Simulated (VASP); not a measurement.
Here is a VASP 6.6.1 calculation.

File INCAR:

```
SYSTEM = InAs
  PREC = Accurate
  ENCUT = 600
  EDIFF = 1E-6
  ISMEAR = -1
  SIGMA = 0.15
  LREAL = .FALSE.
  LASPH = .TRUE.
  NELM = 60
  ALGO = Normal
  ISIF = 3
  LWAVE = .FALSE.
  LCHARG = .FALSE.
  GGA = CA
  IBRION = 2
  NSW = 80
  EDIFFG = -0.001
```

Contents of KPOINTS:

```
Automatic mesh
0
G
  10 10 10
  0 0 0
```

The input POSCAR:

```
InAs
1.0
    0.0000000000      3.0130236965      3.0130236965
    3.0130236965      0.0000000000      3.0130236965
    3.0130236965      3.0130236965      0.0000000000
In As
1 1
Direct
    0.2500000000      0.2500000000      0.2500000000
    0.0000000000      0.0000000000      0.0000000000
```

Potentials or basis: VASP PAW LDA potentials, release 64 (In_d, As).

Run with:

```sh
$ cat potpaw_LDA.64/In_d/POTCAR potpaw_LDA.64/As/POTCAR > POTCAR
$ mpirun -np 1 vasp_std > vasp.out
```

What does it give for the space group after relaxing (to 0.05 Å)?

F-43m (No. 216).

What does it give for the relaxed cell?

a = 4.266 Å, b = 4.266 Å, c = 4.266 Å, α = 60.00°, β = 60.00°, γ = 60.00°.

What does it give for the band gap on the k mesh?

Zero (filled and empty bands touch).

What does it give for the relaxed volume?

27.44 Å³/atom.

The path:
| step | energy change (eV) | largest force (eV/Å) | pressure (GPa) | volume (Å³) |
| --- | --- | --- | --- | --- |
| 1 | 0.0000 | 0.0000 | 0.19 | 54.71 |
| 2 | -0.0001 | 0.0000 | -0.08 | 54.96 |
| 3 | -0.0001 | 0.0000 | 0.01 | 54.89 |
| 4 | -0.0001 | 0.0000 | -0.02 | 54.89 |
| 5 | -0.0001 | 0.0000 | -0.03 | 54.89 |
| 6 | -0.0001 | 0.0000 | 0.03 | 54.85 |
| 7 | -0.0001 | 0.0000 | 0.01 | 54.87 |
| 8 | -0.0001 | 0.0000 | 0.03 | 54.88 |
| 9 | -0.0001 | 0.0000 | -0.01 | 54.88 |

Caveat: spin-orbit coupling is left out, which moves the levels of the heavy elements.
